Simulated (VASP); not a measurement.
Runs of VASP 6.6.1 on BaF2. It takes space group Fm-3m (No. 225, cubic). The conventional cell has a = 6.194 Å, b = 6.194 Å, c = 6.194 Å, α = 90.00°, β = 90.00°, γ = 90.00°. Ba (site symmetry m-3m) has 8 F at 2.68 Å within 3.5 Å. F (site symmetry -43m) has 4 Ba at 2.68 Å and 6 F at 3.10 Å within 3.5 Å. 

```csv
level,potentials or basis,k mesh,cutoff (eV),grid for exact exchange (PRECFOCK),share of exact exchange,screening parameter,gap on the mesh (eV),pressure (GPa)
PBE,"VASP PAW PBE potentials, release 64 (Ba_sv, F)",6 × 6 × 6,600,-,-,-,(b),2.5
r2SCAN,"VASP PAW PBE potentials, release 64 (Ba_sv, F)",4 × 4 × 4,660,-,-,-,7.34,0.9
HSE06,"VASP PAW PBE potentials, release 64 (Ba_sv, F)",4 × 4 × 4,520,Normal,0.25,0.2079 1/Å,(c),1.4
PBE,"VASP PAW PBE potentials, release 64 (Ba_sv, F)",4 × 4 × 4,600,-,-,-,6.78,2.5
LDA,"VASP PAW LDA potentials, release 64 (Ba_sv, F)",4 × 4 × 4,600,-,-,-,6.40,(a)
```

Alike in all rows: task single point; no spin polarisation; cell as given; smearing gaussian 0.01 eV.

Question: Estimate the missing entries.

Answer: (a) -3.3; (b) 6.79; (c) 8.70.

Caveats: some runs use coarse meshes; spin-orbit coupling is left out, which moves the levels of the heavy elements; the PAW data sets were made with another functional, which shifts forces and pressure a little (at least some runs).

A k mesh can miss the band edges, and the runs leave out spin-orbit coupling on Ba.
